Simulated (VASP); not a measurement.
# ZrS2 (P-3m1) in VASP: relaxation of the atoms with PBEsol+D3(BJ)

Aim: the relaxation of the atoms of ZrS2 with PBEsol+D3(BJ).

Program: VASP 6.6.1. These are calculated values, not measurements. Logs are shortened: lines on timing, memory, paths and dates and some standing lists are left out, and cuts for length are marked.

## Step 1: The cell of the first run

The structure is trigonal, space group P-3m1 (No. 164). Conventional cell: a = 3.691 Å, b = 3.691 Å, c = 6.041 Å, α = 90.00°, β = 90.00°, γ = 120.00°. Zr (site symmetry -3m) has 6 S at 2.57 Å within 3.4 Å. S (site symmetry 3m) has 3 Zr at 2.57 Å within 3.4 Å.

## Step 2: Relaxation of the atoms, PBEsol+D3(BJ)

File INCAR:

```
PREC     = Accurate       # precision mode
ENCUT    = 450            # plane-wave cutoff, eV
EDIFF    = 1E-7           # SCF threshold, eV
ISMEAR   = 0              # smearing method
SIGMA    = 0.01           # smearing width, eV
LREAL    = F              # projectors in reciprocal space
LASPH    = T              # aspherical terms in the spheres
NELM     = 120            # most SCF steps
ALGO     = Normal         # electronic algorithm
ISIF     = 2              # what is computed and relaxed
LWAVE    = F              # write WAVECAR
LCHARG   = F              # write CHGCAR
GGA      = PS             # functional
IVDW     = 12             # dispersion correction
IBRION   = 2              # ionic algorithm
NSW      = 60             # ionic steps
EDIFFG   = -0.01          # ionic threshold
GGA_COMPAT= F            
NELMIN   = 4
```

File KPOINTS:

```
Automatic mesh
0
Gamma
  12 12 6
```

File POSCAR:

```
ZrS2
1.0
    3.6913825498      0.0000000000      0.0000000000
   -1.8456912749      3.1968310632      0.0000000000
    0.0000000000      0.0000000000      6.0410770100
Zr S
1 2
Direct
    0.0000000000      0.0000000000      0.0000000000
    0.6666666700      0.3333333300      0.7620900300
    0.3333333300      0.6666666700      0.2379099700
```

Potentials or basis: VASP PAW PBE potentials, release 64 (Zr_sv, S).

Launch:

```
> cat potpaw_PBE.64/Zr_sv/POTCAR potpaw_PBE.64/S/POTCAR > POTCAR
> mpirun -np 1 vasp_std > vasp.out
```

OUTCAR:

```text
PREC = Accurate
   ENCUT = 450
   EDIFF = 1E-7
   ISMEAR = 0
   LREAL = F
   LASPH = T
   NELM = 120
   ISIF = 2
   GGA = PS
   IVDW = 12
   IBRION = 2
   NSW = 60
   EDIFFG = -0.01
   NELMIN = 4
 IVDW          = 12

 ion  position               nearest neighbor table
   1  0.000  0.000  0.000-   2 2.57   3 2.57   3 2.57   2 2.57   2 2.57   3 2.57
   2  0.667  0.333  0.762-   1 2.57   1 2.57   1 2.57
   3  0.333  0.667  0.238-   1 2.57   1 2.57   1 2.57

  LATTYP: Found a hexagonal cell.
 ALAT       =     3.6913825498
 C/A-ratio  =     1.6365350728

  Lattice vectors:

 A1 = (   3.6913825498,   0.0000000000,   0.0000000000)
 A2 = (  -1.8456912749,   3.1968310632,   0.0000000000)
 A3 = (   0.0000000000,   0.0000000000,   6.0410770100)

Analysis of symmetry for initial positions (statically):
=====================================================================
 Subroutine PRICEL returns:
 Original cell was already a primitive cell.

 Routine SETGRP: Setting up the symmetry group for a
 hexagonal supercell.

 Subroutine GETGRP returns: Found 12 space group operations
 (whereof 12 operations were pure point group operations)
 out of a pool of 24 trial point group operations.

The static configuration has the point symmetry D_3d.

Analysis of symmetry for dynamics (positions and initial velocities):
=====================================================================
 Subroutine PRICEL returns:
 Original cell was already a primitive cell.

 Routine SETGRP: Setting up the symmetry group for a
 hexagonal supercell.

 Subroutine GETGRP returns: Found 12 space group operations
 (whereof 12 operations were pure point group operations)
 out of a pool of 24 trial point group operations.

The dynamic configuration has the point symmetry D_3d.

 Subroutine INISYM returns: Found 12 space group operations
 (whereof 12 operations are pure point group operations),
 and found     1 'primitive' translations

----------------------------------------------------------------------------------------

                                     Primitive cell

  volume of cell :      71.2891

  direct lattice vectors                    reciprocal lattice vectors
     3.691382550  0.000000000  0.000000000     0.270901210  0.156404887  0.000000000
    -1.845691275  3.196831063  0.000000000     0.000000000  0.312809773  0.000000000
     0.000000000  0.000000000  6.041077010     0.000000000  0.000000000  0.165533397

  length of vectors
     3.691382550  3.691382550  6.041077010     0.312809773  0.312809773  0.165533397

  position of ions in fractional coordinates (direct lattice)
     0.000000000  0.000000000  0.000000000
     0.666666670  0.333333330  0.762090030
     0.333333330  0.666666670  0.237909970

  ion indices of the primitive-cell ions
   primitive index   ion index
                 1           1
                 2           2
                 3           3

----------------------------------------------------------------------------------------

 KPOINTS: Automatic mesh

Automatic generation of k-mesh.
 Grid dimensions read from file:
 generate k-points for:   12   12    6

 Generating k-lattice:

  Cartesian coordinates                     Fractional coordinates (reciprocal lattice)
     0.022575101  0.013033741  0.000000000     0.083333333  0.000000000  0.000000000
     0.000000000  0.026067481  0.000000000     0.000000000  0.083333333  0.000000000
     0.000000000  0.000000000  0.027588900     0.000000000  0.000000000  0.166666667

  Length of vectors
     0.026067481  0.026067481  0.027588900

  Shift w.r.t. Gamma in fractional coordinates (k-lattice)
     0.000000000  0.000000000  0.000000000

 Subroutine IBZKPT returns following result:
 ===========================================

 Found    100 irreducible k-points:

 Following reciprocal coordinates:
            Coordinates               Weight
  0.000000  0.000000  0.000000      1.000000
  0.083333  0.000000  0.000000      6.000000
  0.166667 -0.000000  0.000000      6.000000
  0.250000 -0.000000  0.000000      6.000000
  0.333333 -0.000000  0.000000      6.000000
  0.416667  0.000000  0.000000      6.000000
[... 16 lines left out ...]
  0.166667 -0.000000  0.166667      6.000000
  0.000000  0.166667  0.166667      6.000000
 [... further k-points ...]
   k-points           NKPTS =    100   k-points in BZ     NKDIM =    100   number of bands    NBANDS=     16
   number of dos      NEDOS =    301   number of ions     NIONS =      3
   total plane-waves  NPLWV =  32928
   dimension x,y,z NGX =    28 NGY =   28 NGZ =   42
   dimension x,y,z NGXF=    56 NGYF=   56 NGZF=   84
   ions per type =               1   2
   NGX,Y,Z   is equivalent  to a cutoff of  12.61, 12.61, 11.56 a.u.
   NGXF,Y,Z  is equivalent  to a cutoff of  25.22, 25.22, 23.12 a.u.
 SYSTEM =  unknown system
   PREC   = accura    normal or accurate (medium, high low for compatibility)
   ISTART =      0    job   : 0-new  1-cont  2-samecut
   ICHARG =      2    charge: 1-file 2-atom 10-const
   ISPIN  =      1    spin polarized calculation?
   LNONCOLLINEAR =      F non collinear calculations
   LSORBIT =      F    spin-orbit coupling
   LASPH  =      T    aspherical Exc in radial PAW
   ENCUT  =  450.0 eV  33.07 Ry    5.75 a.u.   6.38  6.38 10.45*2*pi/ulx,y,z
   NELM   =    120;   NELMIN=  4; NELMDL= -5     # of ELM steps
   EDIFF  = 0.1E-06   stopping-criterion for ELM
   LREAL  =      F    real-space projection
   EDIFFG = -.1E-01   stopping-criterion for IOM
   NSW    =     60    number of steps for IOM
   IBRION =      2    ionic relax: 0-MD 1-quasi-New 2-CG
   NFREE  =      1    steps in history (QN), initial steepest desc. (CG)
   ISIF   =      2    stress and relaxation
   ISYM   =      2    0-nonsym 1-usesym 2-fastsym
   POTIM  = 0.5000    time-step for ionic-motion
   TEBEG  =    0.0;   TEEND  =   0.0 temperature during run
   PSTRESS=    0.0 pullay stress
   NELECT =      24.0000    total number of electrons
   NUPDOWN=      -1.0000    fix difference up-down
   EMIN   =  10.00;   EMAX   =-10.00  energy-range for DOS
   EFERMI =   0.00;   METHOD = LEGACY
   ISMEAR =     0;   SIGMA  =   0.01  broadening in eV -4-tet -1-fermi 0-gaus
   EFERMI_NEDOS =   21; number of points for ismear=-14 and -15
   IALGO  =     38    algorithm
   IMIX   =      4    mixing-type and parameters
     AMIX     =   0.40;   BMIX     =  1.00
     AMIX_MAG =   1.60;   BMIX_MAG =  1.00
  volume/ion in A,a.u.               =      23.76       160.36
  Fermi-wavevector in a.u.,A,eV,Ry     =   1.138861  2.152136 17.646828  1.297005
  Thomas-Fermi vector in A             =   2.275565
   LORBIT       =      0    0 simple, 1 ext, 2 COOP (PROOUT), +10 PAW based schemes
   GGA     = PS    functional components
   LHFCALC =     F    Hartree Fock is set to
   AEXX    =    0.0000 exact exchange contribution
   IVDW    =    12    specifies the selected vdW correction
   LEPSILON=     F    determine dielectric tensor
   LRPA    =     F    only Hartree local field effects (RPA)
 conjugate gradient relaxation of ions
 non-spin polarized calculation
 Gauss-broadening in eV      SIGMA  =   0.01
  energy-cutoff  :      450.00
  volume of cell :       71.29
 maximum number of plane-waves:      1578
 NGX is ok and might be reduce to    28
   NGX = 13   NGY = 13   NGZ = 21

--------------------------------------- Ionic step        1  -------------------------------------------

 number of electron      23.9999998 magnetization

 Free energy of the ion-electron system (eV)
  ---------------------------------------------------
  ext. energy  EPLUGINS =         0.00000000
  ---------------------------------------------------
  free energy    TOTEN  =       -22.53681166 eV

  energy without entropy =      -22.53681166  energy(sigma->0) =      -22.53681166

------------------------ aborting loop because EDIFF is reached ----------------------------------------

 Edisp (eV)   -0.90285

 E8    (eV) :    -0.5879

  FORCE on cell =-STRESS in cart. coord.  units (eV):
  Direction    XX          YY          ZZ          XY          YZ          ZX
  --------------------------------------------------------------------------------------
  -------------------------------------------------------------------------------------
  Total      -2.29947    -2.29947    -1.52449     0.00000     0.00000    -0.00000
  in kB     -51.67920   -51.67920   -34.26184     0.00000     0.00000    -0.00000
  external pressure =      -45.87 kB  Pullay stress =        0.00 kB
[... 63 lines left out ...]
  energy  without entropy=      -23.4406446344  energy(sigma->0) =      -23.44064463

--------------------------------------- Ionic step        3  -------------------------------------------

 number of electron      23.9999999 magnetization

 Free energy of the ion-electron system (eV)
  ---------------------------------------------------
  ext. energy  EPLUGINS =         0.00000000
  ---------------------------------------------------
  free energy    TOTEN  =       -22.53840547 eV

  energy without entropy =      -22.53840547  energy(sigma->0) =      -22.53840547

 E-fermi :   4.1550     XC(G=0):  -9.5020

 val. band max:        4.0369809885   @ k =   0.0833   0.0833   0.0000
 cond. band min:       5.0311862641   @ k =   0.5000  -0.0000   0.5000
 fundamental gap:      0.9942052756
 Fermi energy:         4.1550422745

 k-point     1 :       0.0000    0.0000    0.0000
  band No.  band energies     occupation
      1     -44.8065      2.00000
      2     -22.9059      2.00000
      3     -22.7539      2.00000
      4     -22.7539      2.00000
      5      -8.5433      2.00000
      6      -7.1098      2.00000
[... 8 lines left out ...]
     15       6.4602      0.00000
     16       9.1084      0.00000
[... 420 lines left out ...]
  band No.  band energies     occupation
      1     -44.8020      2.00000
      2     -22.8922      2.00000
      3     -22.8186      2.00000
      4     -22.7677      2.00000
      5      -8.2390      2.00000
      6      -7.2243      2.00000
[... 8 lines left out ...]
     15       6.9330      0.00000
     16       8.5539      0.00000

 [... further k-points ...]

------------------------ aborting loop because EDIFF is reached ----------------------------------------

 Edisp (eV)   -0.90252

 E8    (eV) :    -0.5876

  FORCE on cell =-STRESS in cart. coord.  units (eV):
  Direction    XX          YY          ZZ          XY          YZ          ZX
  --------------------------------------------------------------------------------------
  -------------------------------------------------------------------------------------
  Total      -2.09294    -2.09294    -1.19923     0.00000     0.00000     0.00000
  in kB     -47.03754   -47.03754   -26.95183     0.00000     0.00000     0.00000
  external pressure =      -40.34 kB  Pullay stress =        0.00 kB
[... 18 lines left out ...]
  FREE ENERGIE OF THE ION-ELECTRON SYSTEM (eV)
  ---------------------------------------------------
  free  energy   TOTEN  =       -23.4409277106 eV

  energy  without entropy=      -23.4409277106  energy(sigma->0) =      -23.44092771

 reached required accuracy - stopping structural energy minimisation
```

It took 5.9 min on 1 thread of Oxide Virtual Turin-like, shared host; peak memory 0.21 GiB.

What came out:

```
Free energy                : -23.4409 eV
Energy gained by relaxing  : 0.4 meV/atom
Ionic steps                : 3
Pressure after relaxing    : -4.0 GPa
Band gap on the k mesh     : 0.99 eV (least direct gap 1.60 eV)
Dispersion energy per atom : -0.301 eV
```

Step by step:
```tsv
step	energy change (eV)	largest force (eV/Å)	pressure (GPa)
1	0.0000	0.1171	-4.59
2	-0.0010	0.0569	-4.30
3	-0.0013	0.0018	-4.03
```

Final structure:
```
Zr S
1.0
     3.69138    0.00000    0.00000
    -1.84569    3.19683    0.00000
     0.00000    0.00000    6.04108
Zr S
1 2
Direct
  0.00000 0.00000 0.00000
  0.66667 0.33333 0.76388
  0.33333 0.66667 0.23612
```

Caveat: the PAW data sets were made with another functional, which shifts forces and pressure a little. A k mesh can miss the band edges.
